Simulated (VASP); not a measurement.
# Zn (R-3m) in VASP: further runs

Runs on Zn. Level: PBEsol. Tasks: single point.

Everything below comes from runs of VASP 6.6.1. Logs are shortened: lines on timing, memory, paths and dates and some standing lists are left out, and cuts for length are marked.

### Step 1. The cell of the first run

Symmetry: R-3m, No. 166, trigonal system. Conventional cell: a = 3.485 Å, b = 3.485 Å, c = 3.869 Å, α = 90.00°, β = 90.00°, γ = 120.00°. Zn (site symmetry -3m) has 6 Zn at 2.39 Å within 3.2 Å.

### Step 2. Single point, PBEsol

INCAR reads:

```
SYSTEM = Zn
  PREC = Accurate
  ENCUT = 520
  EDIFF = 1E-6
  ISMEAR = 0
  SIGMA = 0.15
  LREAL = .FALSE.
  LASPH = .TRUE.
  NELM = 80
  ALGO = Fast
  ISIF = 2
  LWAVE = .FALSE.
  LCHARG = .FALSE.
  GGA = PS
  NBANDS = 12
```

KPOINTS reads:

```
Automatic mesh
0
G
  22 22 22
  0 0 0
```

POSCAR reads:

```
Zn
1.0
   -0.8980803007      1.5660141772      1.5660141772
    1.5660141772     -0.8980803007      1.5660141772
    1.5660141772      1.5660141772     -0.8980803007
Zn
1
Direct
    0.0000000000      0.0000000000      0.0000000000
```

Potentials or basis: VASP PAW PBE potentials, release 64 (Zn).

On the command line:

```bash
> cat potpaw_PBE.64/Zn/POTCAR > POTCAR
> mpirun -np 1 vasp_std > vasp.out
```

OUTCAR:

```text
SYSTEM = Zn
   PREC = Accurate
   ENCUT = 520
   EDIFF = 1E-6
   ISMEAR = 0
   LREAL = .FALSE.
   LASPH = .TRUE.
   NELM = 80
   ISIF = 2
   GGA = PS

 ion  position               nearest neighbor table
   1  0.000  0.000  0.000-

  LATTYP: Found a trigonal (rhomboedric) cell.
 ALAT       =     2.3898428887
 COS(alpha) =    -0.0631046292

  Lattice vectors:

 A1 = (  -0.8980803007,   1.5660141772,   1.5660141772)
 A2 = (   1.5660141772,  -0.8980803007,   1.5660141772)
 A3 = (   1.5660141772,   1.5660141772,  -0.8980803007)

Analysis of symmetry for initial positions (statically):
=====================================================================
 Subroutine PRICEL returns:
 Original cell was already a primitive cell.

 Routine SETGRP: Setting up the symmetry group for a
 trigonal (rhombohedral) supercell.

 Subroutine GETGRP returns: Found 12 space group operations
 (whereof 12 operations were pure point group operations)
 out of a pool of 12 trial point group operations.

The static configuration has the point symmetry D_3d.

Analysis of symmetry for dynamics (positions and initial velocities):
=====================================================================
 Subroutine PRICEL returns:
 Original cell was already a primitive cell.

 Routine SETGRP: Setting up the symmetry group for a
 trigonal (rhombohedral) supercell.

 Subroutine GETGRP returns: Found 12 space group operations
 (whereof 12 operations were pure point group operations)
 out of a pool of 12 trial point group operations.

The dynamic configuration has the point symmetry D_3d.

 Subroutine INISYM returns: Found 12 space group operations
 (whereof 12 operations are pure point group operations),
 and found     1 'primitive' translations

----------------------------------------------------------------------------------------

                                     Primitive cell

  volume of cell :      13.5640

  direct lattice vectors                    reciprocal lattice vectors
    -0.898080301  1.566014177  1.566014177    -0.121339736  0.284488859  0.284488859
     1.566014177 -0.898080301  1.566014177     0.284488859 -0.121339736  0.284488859
     1.566014177  1.566014177 -0.898080301     0.284488859  0.284488859 -0.121339736

  length of vectors
     2.389842889  2.389842889  2.389842889     0.420227502  0.420227502  0.420227502

  position of ions in fractional coordinates (direct lattice)
     0.000000000  0.000000000  0.000000000

  ion indices of the primitive-cell ions
   primitive index   ion index
                 1           1

----------------------------------------------------------------------------------------

 KPOINTS: Automatic mesh

Automatic generation of k-mesh.
 Grid dimensions read from file:
 generate k-points for:   22   22   22

 Generating k-lattice:

  Cartesian coordinates                     Fractional coordinates (reciprocal lattice)
    -0.005515443  0.012931312  0.012931312     0.045454545  0.000000000  0.000000000
     0.012931312 -0.005515443  0.012931312     0.000000000  0.045454545  0.000000000
     0.012931312  0.012931312 -0.005515443     0.000000000  0.000000000  0.045454545

  Length of vectors
     0.019101250  0.019101250  0.019101250

  Shift w.r.t. Gamma in fractional coordinates (k-lattice)
     0.000000000  0.000000000  0.000000000

 Subroutine IBZKPT returns following result:
 ===========================================

 Found   1024 irreducible k-points:

 Following reciprocal coordinates:
            Coordinates               Weight
  0.000000  0.000000  0.000000      1.000000
  0.045455 -0.000000 -0.000000      6.000000
  0.090909 -0.000000 -0.000000      6.000000
  0.136364  0.000000  0.000000      6.000000
  0.181818  0.000000  0.000000      6.000000
  0.227273  0.000000  0.000000      6.000000
[... 16 lines left out ...]
  0.500000  0.045455  0.000000     12.000000
 -0.454545  0.045455  0.000000     12.000000
 [... further k-points ...]
   k-points           NKPTS =   1024   k-points in BZ     NKDIM =   1024   number of bands    NBANDS=     12
   number of dos      NEDOS =    301   number of ions     NIONS =      1
   total plane-waves  NPLWV =   5832
   dimension x,y,z NGX =    18 NGY =   18 NGZ =   18
   dimension x,y,z NGXF=    36 NGYF=   36 NGZF=   36
   ions per type =               1
   NGX,Y,Z   is equivalent  to a cutoff of  12.52, 12.52, 12.52 a.u.
   NGXF,Y,Z  is equivalent  to a cutoff of  25.04, 25.04, 25.04 a.u.
 SYSTEM =  Zn
   PREC   = accura    normal or accurate (medium, high low for compatibility)
   ISTART =      0    job   : 0-new  1-cont  2-samecut
   ICHARG =      2    charge: 1-file 2-atom 10-const
   ISPIN  =      1    spin polarized calculation?
   LNONCOLLINEAR =      F non collinear calculations
   LSORBIT =      F    spin-orbit coupling
   LASPH  =      T    aspherical Exc in radial PAW
   ENCUT  =  520.0 eV  38.22 Ry    6.18 a.u.   4.44  4.44  4.44*2*pi/ulx,y,z
   NELM   =     80;   NELMIN=  2; NELMDL= -5     # of ELM steps
   EDIFF  = 0.1E-05   stopping-criterion for ELM
   LREAL  =      F    real-space projection
   EDIFFG = 0.1E-04   stopping-criterion for IOM
   NSW    =      0    number of steps for IOM
   IBRION =     -1    ionic relax: 0-MD 1-quasi-New 2-CG
   NFREE  =      0    steps in history (QN), initial steepest desc. (CG)
   ISIF   =      2    stress and relaxation
   ISYM   =      2    0-nonsym 1-usesym 2-fastsym
   POTIM  = 0.5000    time-step for ionic-motion
   TEBEG  =    0.0;   TEEND  =   0.0 temperature during run
   PSTRESS=    0.0 pullay stress
   NELECT =      12.0000    total number of electrons
   NUPDOWN=      -1.0000    fix difference up-down
   EMIN   =  10.00;   EMAX   =-10.00  energy-range for DOS
   EFERMI =   0.00;   METHOD = LEGACY
   ISMEAR =     0;   SIGMA  =   0.15  broadening in eV -4-tet -1-fermi 0-gaus
   EFERMI_NEDOS =   21; number of points for ismear=-14 and -15
   IALGO  =     68    algorithm
   IMIX   =      4    mixing-type and parameters
     AMIX     =   0.40;   BMIX     =  1.00
     AMIX_MAG =   1.60;   BMIX_MAG =  1.00
  volume/ion in A,a.u.               =      13.56        91.53
  Fermi-wavevector in a.u.,A,eV,Ry     =   1.571590  2.969875 33.604973  2.469896
  Thomas-Fermi vector in A             =   2.673151
   LORBIT       =      0    0 simple, 1 ext, 2 COOP (PROOUT), +10 PAW based schemes
   GGA     = PS    functional components
   LHFCALC =     F    Hartree Fock is set to
   AEXX    =    0.0000 exact exchange contribution
   IVDW    =     0    specifies the selected vdW correction
   LEPSILON=     F    determine dielectric tensor
   LRPA    =     F    only Hartree local field effects (RPA)
 non-spin polarized calculation
 RMM-DIIS sequential band-by-band and
 Gauss-broadening in eV      SIGMA  =   0.15
  energy-cutoff  :      520.00
  volume of cell :       13.56
 maximum number of plane-waves:       377
 NGX is ok and might be reduce to    18

 number of electron      12.0000015 magnetization

 Free energy of the ion-electron system (eV)
  ---------------------------------------------------
  ext. energy  EPLUGINS =         0.00000000
  ---------------------------------------------------
  free energy    TOTEN  =        -1.11720581 eV

  energy without entropy =       -1.11378372  energy(sigma->0) =       -1.11549476

 E-fermi :   3.5849     XC(G=0): -12.2581

 val. band max:        3.5732521015   @ k =  -0.4545   0.3636   0.2727
 cond. band min:       3.5872359928   @ k =  -0.4091   0.5000   0.0909
 fundamental gap:      0.0139838913
 Fermi energy:         3.5848806843

 k-point     1 :       0.0000    0.0000    0.0000
  band No.  band energies     occupation
      1      -7.5904      2.00000
      2      -5.3740      2.00000
      3      -5.3740      2.00000
      4      -3.4996      2.00000
      5      -3.4620      2.00000
      6      -3.4620      2.00000
      7      18.4243      0.00000
      8      18.5382      0.00000
      9      18.5382      0.00000
     10      21.6639      0.00000
     11      21.6639      0.00000
     12      25.7350      0.00000

 k-point     2 :       0.0455   -0.0000   -0.0000
  band No.  band energies     occupation
      1      -7.5335      2.00000
      2      -5.3698      2.00000
      3      -5.3550      2.00000
      4      -3.5078      2.00000
      5      -3.4736      2.00000
      6      -3.4648      2.00000
      7      17.4355      0.00000
      8      18.5291      0.00000
      9      18.5985      0.00000
     10      21.7082      0.00000
     11      22.5273      0.00000
     12      26.0582      0.00000

 k-point     3 :       0.0909   -0.0000   -0.0000
  band No.  band energies     occupation
      1      -7.3652      2.00000
      2      -5.3574      2.00000
      3      -5.2973      2.00000
      4      -3.5376      2.00000
      5      -3.5071      2.00000
      6      -3.4667      2.00000
      7      15.5581      0.00000
      8      18.7225      0.00000
      9      18.7776      0.00000
     10      21.8425      0.00000
     11      23.6134      0.00000
     12      27.2191      0.00000
[... 286 lines left out ...]
 k-point    23 :       0.5000    0.0455    0.0000
  band No.  band energies     occupation
      1      -5.2008      2.00000
      2      -5.1498      2.00000
      3      -4.0550      2.00000
      4      -4.0011      2.00000
      5      -3.4366      2.00000
      6      -0.4427      2.00000
      7       1.0416      2.00000
      8      22.4065      0.00000
      9      23.4850      0.00000
     10      25.8409      0.00000
     11      26.7951      0.00000
     12      27.3139      0.00000

 k-point    24 :      -0.4545    0.0455    0.0000
  band No.  band energies     occupation
      1      -5.2198      2.00000
      2      -5.1527      2.00000
      3      -4.0558      2.00000
      4      -3.9912      2.00000
      5      -3.4374      2.00000
      6      -1.1691      2.00000
      7       1.8994      2.00000
      8      23.0755      0.00000
      9      23.2802      0.00000
     10      24.8652      0.00000
     11      26.5791      0.00000
     12      26.8702      0.00000

 [... further k-points ...]

------------------------ aborting loop because EDIFF is reached ----------------------------------------

  FORCE on cell =-STRESS in cart. coord.  units (eV):
  Direction    XX          YY          ZZ          XY          YZ          ZX
  --------------------------------------------------------------------------------------
  -------------------------------------------------------------------------------------
  Total        1.9541348      1.9541348      1.9541348     -0.2060453     -0.2060453     -0.2060453
  in kB      230.8220591    230.8220591    230.8220591    -24.3380303    -24.3380303    -24.3380303
  external PRESSURE =     230.8220591 kB  Pullay stress =       0.0000000 kB

 VOLUME and BASIS-vectors are now :
 -----------------------------------------------------------------------------
  energy-cutoff  :      520.00
  volume of cell :       13.56
      direct lattice vectors                 reciprocal lattice vectors
    -0.898080301  1.566014177  1.566014177    -0.121339736  0.284488859  0.284488859
     1.566014177 -0.898080301  1.566014177     0.284488859 -0.121339736  0.284488859
     1.566014177  1.566014177 -0.898080301     0.284488859  0.284488859 -0.121339736

 POSITION                                       TOTAL-FORCE (eV/Angst)
 -----------------------------------------------------------------------------------
      0.00000      0.00000      0.00000        -0.000000      0.000000     -0.000000
 -----------------------------------------------------------------------------------
    total drift:                                0.000000     -0.000000      0.000000

  FREE ENERGIE OF THE ION-ELECTRON SYSTEM (eV)
  ---------------------------------------------------
  free  energy   TOTEN  =        -1.1172058122 eV

  energy  without entropy=       -1.1137837175  energy(sigma->0) =       -1.11549476
```

Wall time 51 s (1 thread of Intel Xeon 6975P-C (Granite Rapids), shared host); peak memory 0.26 GiB.

Results:

```
Free energy            : -1.1172 eV
Pressure               : 23.1 GPa
Band gap on the k mesh : zero (band 6 reaches 9.58 eV, above the bottom of band 7 at 1.01 eV)
```

Stress tensor (GPa, compression positive):
```
23.08 -2.43 -2.43
-2.43 23.08 -2.43
-2.43 -2.43 23.08
```

Caveat: the PAW data sets were made with another functional, which shifts forces and pressure a little.

### Step 3. Single point, PBEsol

This run uses another cell than the first one, of the same volume but with other edges.

INCAR reads:

```
SYSTEM = Zn
PREC     = Accurate       ! precision mode
ENCUT    = 520            ! plane-wave cutoff, eV
EDIFF    = 1E-6           ! SCF threshold, eV
ISMEAR   = 0              ! smearing method
SIGMA    = 0.15           ! smearing width, eV
LREAL    = .FALSE.        ! projectors in reciprocal space
LASPH    = .TRUE.         ! aspherical terms in the spheres
NELM     = 60             ! most SCF steps
ALGO     = Fast           ! electronic algorithm
ISIF     = 2              ! what is computed and relaxed
LWAVE    = .FALSE.        ! write WAVECAR
LCHARG   = .TRUE.         ! write CHGCAR
GGA      = PS             ! functional
LELF     = .TRUE.         ! ELF
LVHAR    = .TRUE.       
NBANDS   = 12             ! bands
```

KPOINTS is that of step 2.

POSCAR reads:

```
Zn
1.0
   -2.1058934798      1.5581230140      1.5581230140
    1.5581230140     -2.1058934798      1.5581230140
    1.5581230140      1.5581230140     -2.1058934798
Zn
1
Direct
    0.0000000000      0.0000000000      0.0000000000
```

Potentials or basis: VASP PAW PBE potentials, release 64 (Zn).

On the command line:

```bash
> cat potpaw_PBE.64/Zn/POTCAR > POTCAR
> mpirun -np 1 vasp_std > vasp.out
```

Run time: 66 s. Hardware: 1 thread of Intel Xeon 6975P-C (Granite Rapids), shared host; peak memory 0.27 GiB.

It converged, with:

```
Free energy            : 2.0724 eV
Pressure               : 109.0 GPa
Band gap on the k mesh : zero (band 6 reaches 8.38 eV, above the bottom of band 7 at -0.87 eV)
```

Stress tensor (GPa, compression positive):
```
109.04 110.71 110.71
110.71 109.04 110.71
110.71 110.71 109.04
```

Levels at points of the mesh, in eV from the Fermi level:
```csv
k point,band 2,band 3,band 4,band 5,band 6,band 7,band 8,band 9,band 10,band 11
"(0.00, 0.00, 0.00)",-10.46,-8.87,-8.87,-6.74,-6.74,8.95,8.95,14.03,14.76,14.76
"(0.50, 0.00, 0.00)",-10.84,-7.88,-7.74,-6.68,1.71,6.96,12.79,15.13,17.53,18.87
"(0.50, 0.50, 0.00)",-9.37,-8.35,-6.74,-6.73,-4.64,-4.53,4.73,9.96,27.63,28.06
"(0.50, 0.50, 0.50)",-11.07,-7.75,-7.75,-6.40,4.72,9.56,9.56,12.35,12.35,13.67
```

Caveat: the PAW data sets were made with another functional, which shifts forces and pressure a little.
